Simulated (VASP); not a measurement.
# Pb (Im-3m) in VASP: a series of runs, part 2 of 2

VASP 6.6.1. Earlier steps stand in the parts before.

### 3 Single point, PBE

This run uses another cell than the first one, of 30.78 Å³/atom, 1.015 times its volume.

Contents of INCAR:

```
SYSTEM = Pb
PREC = Accurate
ENCUT = 500
EDIFF = 1E-6
ISMEAR = 0
SIGMA = 0.05
LREAL = .False.
LASPH = .True.
NELM = 120
ALGO = Normal
ISIF = 2
LWAVE = .False.
LCHARG = .True.
GGA = PE
LELF = .True.
LVHAR = .True.
NBANDS = 13
GGA_COMPAT = .False.
```

Contents of KPOINTS:

```
Automatic mesh
0
Gamma
  16 16 16
  0 0 0
```

Contents of POSCAR:

```
Pb
1.0
   -1.9741521247      1.9741521247      1.9741521247
    1.9741521247     -1.9741521247      1.9741521247
    1.9741521247      1.9741521247     -1.9741521247
Pb
1
Direct
    0.0000000000      0.0000000000      0.0000000000
```

Potentials or basis: VASP PAW PBE potentials, release 64 (Pb_d).

Run with:

```sh
> cat potpaw_PBE.64/Pb_d/POTCAR > POTCAR
> mpirun -np 1 vasp_std > vasp.out
```

OUTCAR:

```text
SYSTEM = Pb
   PREC = Accurate
   ENCUT = 500
   EDIFF = 1E-6
   ISMEAR = 0
   LREAL = .False.
   LASPH = .True.
   NELM = 120
   ISIF = 2
   GGA = PE

 ion  position               nearest neighbor table
   1  0.000  0.000  0.000-

  LATTYP: Found a body centered cubic cell.
 ALAT       =     3.9483042494

  Lattice vectors:

 A1 = (  -1.9741521247,   1.9741521247,   1.9741521247)
 A2 = (   1.9741521247,  -1.9741521247,   1.9741521247)
 A3 = (   1.9741521247,   1.9741521247,  -1.9741521247)

[... 554 lines left out ...]
      5      -9.7191      2.00000
      6      -1.7773      2.00000
      7       5.7310      2.00000
      8       8.5145      0.00000
      9      11.7844      0.00000
     10      16.6221      0.00000
     11      17.7915      0.00000
     12      20.1032      0.00000
     13      22.3818      0.00000

 [... further k-points ...]
[... 5 lines left out ...]
  --------------------------------------------------------------------------------------
  -------------------------------------------------------------------------------------
  Total        0.2883209      0.2883209      0.2883209      0.0000000     -0.0000000     -0.0000000
  in kB       15.0101439     15.0101439     15.0101439      0.0000000     -0.0000000     -0.0000000
  external PRESSURE =      15.0101439 kB  Pullay stress =       0.0000000 kB

 VOLUME and BASIS-vectors are now :
 -----------------------------------------------------------------------------
  energy-cutoff  :      500.00
  volume of cell :       30.78
      direct lattice vectors                 reciprocal lattice vectors
    -1.974152125  1.974152125  1.974152125     0.000000000  0.253273288  0.253273288
     1.974152125 -1.974152125  1.974152125     0.253273288  0.000000000  0.253273288
     1.974152125  1.974152125 -1.974152125     0.253273288  0.253273288  0.000000000

 POSITION                                       TOTAL-FORCE (eV/Angst)
 -----------------------------------------------------------------------------------
      0.00000      0.00000      0.00000         0.000000     -0.000000     -0.000000
 -----------------------------------------------------------------------------------
    total drift:                               -0.000000     -0.000000     -0.000000

  FREE ENERGIE OF THE ION-ELECTRON SYSTEM (eV)
  ---------------------------------------------------
  free  energy   TOTEN  =        -3.5170509647 eV

  energy  without entropy=       -3.5162913044  energy(sigma->0) =       -3.51667113
```

stdout:

```text
POSCAR found type information on POSCAR Pb
 POSCAR found :  1 types and       1 ions
 scaLAPACK will be used
 LDA part: xc-table for (Slater+PW92), standard interpolation
 POSCAR, INCAR and KPOINTS ok, starting setup
 FFT: planning ... GRIDC
 FFT: planning ... GRID_SOFT
 FFT: planning ... GRID
 WAVECAR not read
 entering main loop
```

Wall time 31 s (1 thread of Intel Xeon Platinum 8488C (Sapphire Rapids), shared host); peak memory 0.19 GiB.

What came out:

```
Free energy            : -3.5171 eV
Pressure               : 1.5 GPa
Band gap on the k mesh : zero (band 7 reaches 14.63 eV, above the bottom of band 8 at 5.18 eV)
```

Caveat: spin-orbit coupling is left out, which moves the levels of the heavy elements.

### 4 Single point, PBE

This run uses another cell than the first one, of 31.91 Å³/atom, 1.053 times its volume.

Contents of INCAR:

```
  ALGO = Normal
  EDIFF = 1E-6
  ENCUT = 500
  GGA = PE
  GGA_COMPAT = F
  ISIF = 2
  ISMEAR = 0
  LASPH = T
  LCHARG = F
  LREAL = F
  LWAVE = F
  NBANDS = 13
  NELM = 120
  PREC = Accurate
  SIGMA = 0.05
```

Contents of KPOINTS:

```
k-points
0
Gamma
  16 16 16
```

Contents of POSCAR:

```
Pb
1.0
   -1.9982198699      1.9982198699      1.9982198699
    1.9982198699     -1.9982198699      1.9982198699
    1.9982198699      1.9982198699     -1.9982198699
Pb
1
Direct
    0.0000000000      0.0000000000      0.0000000000
```

Run with:

```sh
> cat potpaw_PBE.64/Pb_d/POTCAR > POTCAR
> mpirun -np 1 vasp_std > vasp.out
```

Wall time 38 s (1 thread of Intel Xeon Platinum 8488C (Sapphire Rapids), shared host); peak memory 0.19 GiB.

Results (log left out):

```yaml
Free_energy: -3.5226 eV
Pressure: 0.0 GPa
Band_gap_on_the_k_mesh: zero (band 7 reaches 13.92 eV, above the bottom of band 8 at 4.88 eV)
```

Levels at points of the mesh, in eV from the Fermi level:
```csv
k point,band 5,band 6,band 7,band 8,band 9,band 10
"(0.00, 0.00, 0.00)",-16.94,-11.48,7.14,7.14,7.14,10.97
"(0.50, 0.00, 0.00)",-16.82,-7.92,-3.87,3.25,4.93,7.22
"(0.50, 0.50, 0.50)",-16.85,-5.43,-0.38,-0.38,-0.38,4.47
```

Caveat: spin-orbit coupling is left out, which moves the levels of the heavy elements.

### 5 The runs side by side

| cell | cutoff (eV) | gap on the mesh (eV) | pressure (GPa) |
| --- | --- | --- | --- |
| a = 3.402 Å, angles 109.5°, 1 atom | 520 | none | 2.2 |
| a = 3.419 Å, angles 109.5°, 1 atom | 500 | none | 1.5 |
| a = 3.461 Å, angles 109.5°, 1 atom | 500 | none | 0.0 |

Alike in all rows: task single point; level PBE; potentials or basis VASP PAW PBE potentials, release 64 (Pb_d); no spin polarisation; k mesh 16 × 16 × 16; smearing gaussian 0.05 eV.

Caveats: spin-orbit coupling is left out, which moves the levels of the heavy elements.

Total energies depend on the potentials used, so only differences within one code and one set of settings carry meaning.
